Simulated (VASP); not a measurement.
# BAs (F-43m) in VASP: settings compared, part 2 of 2

VASP 6.6.1. Earlier steps stand in the parts before.

## (5) Relaxation of cell and atoms, PBEsol, target pressure 30 GPa, at which the enthalpy is minimised

Contents of INCAR:

```
SYSTEM = BAs
ALGO = Normal ; EDIFF = 1E-6
EDIFFG = -0.01 ; ENCUT = 600
GGA = PS ; IBRION = 2
ISIF = 3 ; ISMEAR = -1
LASPH = .TRUE. ; LCHARG = .FALSE.
LREAL = .FALSE. ; LWAVE = .FALSE.
NELM = 60 ; NSW = 60
PREC = Accurate ; PSTRESS = 300.0
SIGMA = 0.05
```

Contents of KPOINTS:

```
k-points
0
G
  10 10 10
  0 0 0
```

Contents of POSCAR:

```
BAs
1.0
    0.0000000000      2.3885000000      2.3885000000
    2.3885000000      0.0000000000      2.3885000000
    2.3885000000      2.3885000000      0.0000000000
As B
1 1
Direct
    0.7500000000      0.7500000000      0.7500000000
    0.0000000000      0.0000000000      0.0000000000
```

Potentials or basis: VASP PAW PBE potentials, release 64 (As, B).

Started as:

```sh
$ cat potpaw_PBE.64/As/POTCAR potpaw_PBE.64/B/POTCAR > POTCAR
$ mpirun -np 1 vasp_std > vasp.out
```

OUTCAR:

```text
SYSTEM = BAs
   EDIFF = 1E-6
   EDIFFG = -0.01
   ENCUT = 600
   GGA = PS
   IBRION = 2
   ISIF = 3
   ISMEAR = -1
   LASPH = .TRUE.
   LREAL = .FALSE.
   NELM = 60
   NSW = 60
   PREC = Accurate
   PSTRESS = 300.0

 ion  position               nearest neighbor table
   1  0.750  0.750  0.750-   2 2.07   2 2.07   2 2.07   2 2.07
   2  0.000  0.000  0.000-   1 2.07   1 2.07   1 2.07   1 2.07

  LATTYP: Found a face centered cubic cell.
 ALAT       =     4.7770000000

  Lattice vectors:

 A1 = (   0.0000000000,   2.3885000000,   2.3885000000)
 A2 = (   2.3885000000,   0.0000000000,   2.3885000000)
 A3 = (   2.3885000000,   2.3885000000,   0.0000000000)

Analysis of symmetry for initial positions (statically):
=====================================================================
 Subroutine PRICEL returns:
 Original cell was already a primitive cell.

[... 212 lines left out ...]
 cond. band min:      11.8164250676   @ k =   0.4000   0.4000   0.0000
 fundamental gap:      0.6653502655
 Fermi energy:        11.4630055464

 k-point     1 :       0.0000    0.0000    0.0000
  band No.  band energies     occupation
      1      -8.5290      2.00000
      2      11.1511      1.99610
      3      11.1511      1.99610
      4      11.1511      1.99610
      5      15.0850      0.00000
      6      15.0850      0.00000
      7      15.0850      0.00000
      8      20.7287      0.00000
[... 442 lines left out ...]
--------------------------------------- Ionic step        7  -------------------------------------------

 number of electron       8.0000000 magnetization

 Free energy of the ion-electron system (eV)
  ---------------------------------------------------
  ext. energy  EPLUGINS =         0.00000000
  ---------------------------------------------------
  free energy    TOTEN  =       -11.88254959 eV

  energy without entropy =      -11.88254863  energy(sigma->0) =      -11.88254911

 E-fermi :   8.3056     XC(G=0): -11.4015

 val. band max:        7.8667970947   @ k =   0.0000   0.0000   0.0000
 cond. band min:       8.7794576635   @ k =   0.4000   0.4000   0.0000
 fundamental gap:      0.9126605688
 Fermi energy:         8.3055892209

 k-point     1 :       0.0000    0.0000    0.0000
  band No.  band energies     occupation
      1      -9.0860      2.00000
      2       7.8668      1.99969
      3       7.8668      1.99969
      4       7.8668      1.99969
      5      11.3225      0.00000
      6      11.3225      0.00000
      7      11.3225      0.00000
      8      14.5806      0.00000
[... 286 lines left out ...]
  energy  without entropy=      -11.8825486322  energy(sigma->0) =      -11.88254911

  enthalpy is  TOTEN    =        -7.5123474623 eV   P V=        4.3702021238

 reached required accuracy - stopping structural energy minimisation
```

CONTCAR:

```text
BAs
   1.00000000000000
    -0.0000000000000000    2.2682292778051836    2.2682292778051836
     2.2682292778051836    0.0000000000000000    2.2682292778051836
     2.2682292778051836    2.2682292778051836    0.0000000000000000
  As              B
     1     1
Direct
     0.7500000000000000    0.7500000000000000    0.7500000000000000
     0.0000000000000000    0.0000000000000000    0.0000000000000000

  0.00000000E+00  0.00000000E+00  0.00000000E+00
  0.00000000E+00  0.00000000E+00  0.00000000E+00
```

Run time: 78 s. Hardware: 1 thread of Intel Xeon Platinum 8259CL at 2.50GHz (Skylake/Cascade Lake), shared host; peak memory 0.17 GiB.

Results:

```yaml
Free_energy: -11.8825 eV
Relaxed_volume: 11.67 Å³/atom
Relaxed_cell: a = 3.208 Å, b = 3.208 Å, c = 3.208 Å, α = 60.00°, β = 60.00°, γ = 60.00°
Space_group_after_relaxing_to_0.1_Å: F-43m (No. 216)
Energy_change_on_relaxing_the_run_minimises_the_enthalpy: +161.1 meV/atom
Ionic_steps: 7
Pressure_after_relaxing: 30.0 GPa
Band_gap_on_the_k_mesh: 0.91 eV (least direct gap 3.46 eV)
```

The path:
```tsv
step	energy change (eV)	largest force (eV/Å)	pressure (GPa)	volume (Å³)
1	0.0000	0.0000	0.05	27.25
2	2.4297	0.0000	121.59	18.39
3	0.2781	0.0000	27.39	23.59
4	0.3132	0.0000	29.48	23.39
5	0.3269	0.0000	30.26	23.31
6	0.3164	0.0000	29.67	23.37
7	0.3222	0.0000	30.00	23.34
```

Final structure:
```
CELL_PARAMETERS angstrom
0.00000 2.26823 2.26823
2.26823 0.00000 2.26823
2.26823 2.26823 0.00000
ATOMIC_POSITIONS crystal
As 0.75000 0.75000 0.75000
B 0.00000 0.00000 0.00000
```

Levels at points of the mesh, in eV from the valence-band top:
```tsv
k point	band 1	band 2	band 3	band 4	band 5	band 6	band 7	band 8
(0.00, 0.00, 0.00)	-16.95	0.00	0.00	0.00	3.46	3.46	3.46	6.71
(0.50, 0.00, 0.00)	-13.46	-10.06	-2.11	-2.11	3.63	4.89	4.89	8.94
(0.50, 0.50, 0.00)	-11.91	-9.46	-4.79	-4.79	1.12	1.16	12.89	12.89
```

Caveat: the cell is relaxed towards a set pressure, so the run minimises the enthalpy, not the energy; the PAW data sets were made with another functional, which shifts forces and pressure a little. A k mesh can miss the band edges.

## (6) Single point, PBE-based global hybrid with 10 % exact exchange

POSCAR is that of step 5.

Contents of INCAR.step1:

```
SYSTEM = BAs
  PREC = Accurate
  ENCUT = 520
  EDIFF = 1E-5
  ISMEAR = -1
  SIGMA = 0.05
  LREAL = .False.
  LASPH = .True.
  NELM = 80
  ALGO = Normal
  ISIF = 2
  LWAVE = .True.
  LCHARG = .False.
  NBANDS = 11
  GGA = PE
```

Contents of INCAR.step2:

```
SYSTEM = BAs
  PREC = Accurate
  ENCUT = 520
  EDIFF = 1E-7
  ISMEAR = -1
  SIGMA = 0.05
  LREAL = .False.
  LASPH = .True.
  NELM = 80
  ALGO = Normal
  ISIF = 2
  LWAVE = .False.
  LCHARG = .False.
  GGA = PE
  LHFCALC = .True.
  AEXX = 0.1
  PRECFOCK = Normal
  NBANDS = 11
  ISTART = 1
```

Contents of KPOINTS:

```
Automatic mesh
0
Gamma
  6 6 6
  0 0 0
```

Potentials or basis: VASP PAW PBE potentials, release 64 (As, B).

Started as:

```sh
$ cat potpaw_PBE.64/As/POTCAR potpaw_PBE.64/B/POTCAR > POTCAR
$ cp INCAR.step1 INCAR
$ mpirun -np 1 vasp_std > vasp.out
$ cp INCAR.step2 INCAR
$ mpirun -np 1 vasp_std > vasp.out
```

Run time: 19 min. Hardware: 1 thread of Intel Xeon Platinum 8259CL at 2.50GHz (Skylake/Cascade Lake), shared host; peak memory 0.17 GiB.

Results (log left out):

| Item | Value |
| --- | --- |
| Free energy | -12.4897 eV |
| Pressure | 1.8 GPa |
| Band gap on the k mesh | 1.81 eV (least direct gap 3.88 eV) |

Levels at points of the mesh, in eV from the valence-band top:
| k point | band 2 | band 3 | band 4 | band 5 | band 6 | band 7 |
| --- | --- | --- | --- | --- | --- | --- |
| (0.00, 0.00, 0.00) | 0.00 | 0.00 | 0.00 | 3.88 | 3.88 | 3.88 |
| (0.50, 0.00, 0.00) | -9.19 | -1.90 | -1.90 | 3.31 | 5.43 | 5.43 |
| (0.50, 0.50, 0.00) | -8.95 | -4.25 | -4.25 | 1.96 | 1.99 | 12.29 |

Caveat: the PAW data sets were made with another functional, which shifts forces and pressure a little.

## (7) The runs side by side

| task | level | cell | k mesh | cutoff (eV) | grid for exact exchange (PRECFOCK) | share of exact exchange | gap on the mesh (eV) | pressure (GPa) |
| --- | --- | --- | --- | --- | --- | --- | --- | --- |
| relaxation of cell and atoms | PBEsol | relaxed to 5 GPa | 10 × 10 × 10 | 600 | - | - | 1.04 | 5.0 |
| relaxation of cell and atoms | PBEsol | relaxed to 10 GPa | 10 × 10 × 10 | 600 | - | - | 1.01 | 9.9 |
| relaxation of cell and atoms | PBEsol | relaxed to 20 GPa | 10 × 10 × 10 | 600 | - | - | 0.96 | 19.9 |
| relaxation of cell and atoms | PBEsol | relaxed to 30 GPa | 10 × 10 × 10 | 600 | - | - | 0.91 | 30.0 |
| single point | PBE-based global hybrid with 10 % exact exchange | as given | 6 × 6 × 6 | 520 | Normal | 0.1 | 1.81 | 1.8 |

Alike in all rows: potentials or basis VASP PAW PBE potentials, release 64 (As, B); no spin polarisation; smearing fermi-dirac 0.05 eV.

Caveats: the PAW data sets were made with another functional, which shifts forces and pressure a little; the cell is relaxed towards a set pressure, so the run minimises the enthalpy, not the energy (at least some runs).

Total energies depend on the potentials used, so only differences within one code and one set of settings carry meaning.
